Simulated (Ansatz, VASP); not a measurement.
## One calculation of Pt, two programs

File INCAR:

```
PREC = Accurate
ENCUT = 500
EDIFF = 1E-6
ISMEAR = 0
SIGMA = 0.1
LREAL = False
LASPH = True
NELM = 120
ALGO = Normal
ISIF = 2
LWAVE = False
LCHARG = False
GGA = PS
NBANDS = 11
GGA_COMPAT = False
```

KPOINTS

```
regular mesh
0
Gamma
  18 18 18
```

POSCAR

```
Pt
1.0
    0.0000000000      1.9589238156      1.9589238156
    1.9589238156      0.0000000000      1.9589238156
    1.9589238156      1.9589238156      0.0000000000
Pt
1
Direct
    0.0000000000      0.0000000000      0.0000000000
```

Input for Ansatz:

```yaml
crystal:
  lattice:
    - [0.0, 1.9589238156, 1.9589238156]
    - [1.9589238156, 0.0, 1.9589238156]
    - [1.9589238156, 1.9589238156, 0.0]
  atoms:
    - { symbol: Pt, position: [0.0, 0.0, 0.0] }
basis: {}
kpoints:
  mp_grid: { grid: [18, 18, 18] }
hamiltonian:
  xc: pbesol
  pseudopotentials: { kind: all_electron, lapw: {} }
scf:
  occupations: { method: gaussian, width: 0.1 }
output:
  forces: true
  stress: true
  eigenvalues: true
```

Alike in both runs: task single point; functional PBEsol; k mesh 18 × 18 × 18; occupations gaussian, width 0.1 eV; no spin polarisation.

|  | VASP | Ansatz |
| --- | --- | --- |
| version | VASP 6.6.1 | Ansatz 0.2.0 |
| potentials or method | VASP PAW PBE potentials, release 64 (Pt), cutoff 500 eV | scalar-relativistic, all-electron LAPW |

|  | VASP | Ansatz | Ansatz less VASP |
| --- | --- | --- | --- |
| gap on the k mesh at the Fermi level (eV) | none | none | - |
| pressure (GPa) | -0.4 | 0.0 | +0.38 |

VASP's potentials were made for PBE, not for PBEsol. A gap of «none» marks a metal or a gap that the smearing closes. Ansatz ran all-electron here, and VASP with PAW potentials.

Neither program's run includes spin-orbit coupling.
